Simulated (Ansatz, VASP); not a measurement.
# One calculation of Si, two programs

Contents of INCAR:

```
SYSTEM = Si
  PREC = Accurate
  ENCUT = 400
  EDIFF = 1E-6
  ISMEAR = 0
  SIGMA = 0.1
  LREAL = .False.
  LASPH = .True.
  NELM = 120
  ALGO = Normal
  ISIF = 2
  LWAVE = .False.
  LCHARG = .True.
  LDIPOL = .True.
  IDIPOL = 3
  DIPOL = 0.5 0.5 0.374
  GGA = PE
  IVDW = 12
  LELF = .True.
  LVHAR = .True.
  LVACPOTAV = .True.
  NBANDS = 16
  GGA_COMPAT = .False.
  NELMDL = -8
```

Contents of KPOINTS:

```
regular mesh
0
Gamma
  9 9 1
  0 0 0
```

Contents of POSCAR:

```
Si
1.0
    3.8472023567      0.0000000000      0.0000000000
   -1.9236011784      3.3317749744      0.0000000000
    0.0000000000      0.0000000000     18.4446971473
Si
4
Direct
    0.3333333333      0.6666666667      0.2695814702
    0.6666666667      0.3333333333      0.2439725610
    0.6666666667      0.5000000000      0.5039224593
    0.3333333333      0.8333333333      0.4783135501
```

Input for Ansatz:

```yaml
crystal:
  lattice:
    - [3.8472023567, 0.0, 0.0]
    - [-1.9236011784, 3.3317749744, 0.0]
    - [0.0, 0.0, 18.4446971473]
  atoms:
    - { symbol: Si, position: [0.3333333333, 0.6666666667, 0.2695814702] }
    - { symbol: Si, position: [0.6666666667, 0.3333333333, 0.243972561] }
    - { symbol: Si, position: [0.6666666667, 0.5, 0.5039224593] }
    - { symbol: Si, position: [0.3333333333, 0.8333333333, 0.4783135501] }
basis:
  ecutwfc: 420
kpoints:
  mp_grid: { grid: [9, 9, 1] }
hamiltonian:
  xc: pbe
  dispersion: d3bj
scf:
  occupations: { method: gaussian, width: 0.1 }
output:
  forces: true
  eigenvalues: true
efield:
  axis: 3
  dipole_correction: true
  ramp_width: 0.04
```

Alike in both runs: task single point; functional PBE; dispersion D3(BJ); k mesh 9 × 9 × 1; occupations gaussian, width 0.1 eV; no spin polarisation.

```csv
,VASP,Ansatz
version,VASP 6.6.1,Ansatz 0.2.0
potentials or method,"VASP PAW PBE potentials, release 64 (Si), cutoff 400 eV","scalar-relativistic, plane waves, PAW"
valence electrons in the cell,16,16
```

|  | VASP | Ansatz | Ansatz less VASP |
| --- | --- | --- | --- |
| gap on the k mesh at the Fermi level (eV) | 0.43 | 0.43 | 0.000 |
| least direct gap on the mesh (eV) | 0.48 | 0.48 | 0.000 |
| rms of the force components (eV/Å) | 0.073 | 0.076 | +0.0029 |

Atom by atom the forces differ by 0.004 eV/Å (rms over components).
